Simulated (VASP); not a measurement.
Input of a VASP 6.6.1 run:

Contents of POSCAR:

```
SiNi2
1.0
    3.9856318685      0.0000000000      0.0000000000
   -1.9928159342      3.4516584482      0.0000000000
    0.0000000000      0.0000000000      5.0746155057
Si Ni
2 4
Direct
    0.3333333333      0.6666666667      0.7500000000
    0.6666666667      0.3333333333      0.2500000000
    0.0000000000      0.0000000000      0.0000000000
    0.0000000000      0.0000000000      0.5000000000
    0.3333333333      0.6666666667      0.2500000000
    0.6666666667      0.3333333333      0.7500000000
```

The input INCAR.step1:

```
SYSTEM = SiNi2
ALGO = Normal
EDIFF = 1E-4
ENCUT = 520
GGA = PE
ISMEAR = 0
LASPH = .TRUE.
LCHARG = .FALSE.
LREAL = .FALSE.
LWAVE = .TRUE.
NBANDS = 33
NELM = 100
PREC = Accurate
SIGMA = 0.15
```

File INCAR.step2:

```
SYSTEM = SiNi2
ALGO = Normal
EDIFF = 1E-6
ENCUT = 520
ISIF = 2
ISMEAR = 0
ISTART = 1
LASPH = .TRUE.
LCHARG = .FALSE.
LMIXTAU = .TRUE.
LREAL = .FALSE.
LWAVE = .FALSE.
METAGGA = R2SCAN
NBANDS = 33
NELM = 100
PREC = Accurate
SIGMA = 0.15
```

The input KPOINTS:

```
k-points
0
G
  12 12 10
  0 0 0
```

Potentials or basis: VASP PAW PBE potentials, release 64 (Si, Ni).

Launch:

```console
$ cat potpaw_PBE.64/Si/POTCAR potpaw_PBE.64/Ni/POTCAR > POTCAR
$ cp INCAR.step1 INCAR
$ mpirun -np 1 vasp_std > vasp.out
$ cp INCAR.step2 INCAR
$ mpirun -np 1 vasp_std > vasp.out
```

(1) Predict the pressure.

(2) Predict the band gap on the k mesh.

Results:

(1) -16.1 GPa.

(2) zero (bands 24 and 25 overlap by 3.31 eV).

Caveat: the cell differs from its parent crystal (strain +0.030 along x and y, +0.030 along z); the cell stands under tension; the PAW data sets were made with another functional, which shifts forces and pressure a little.
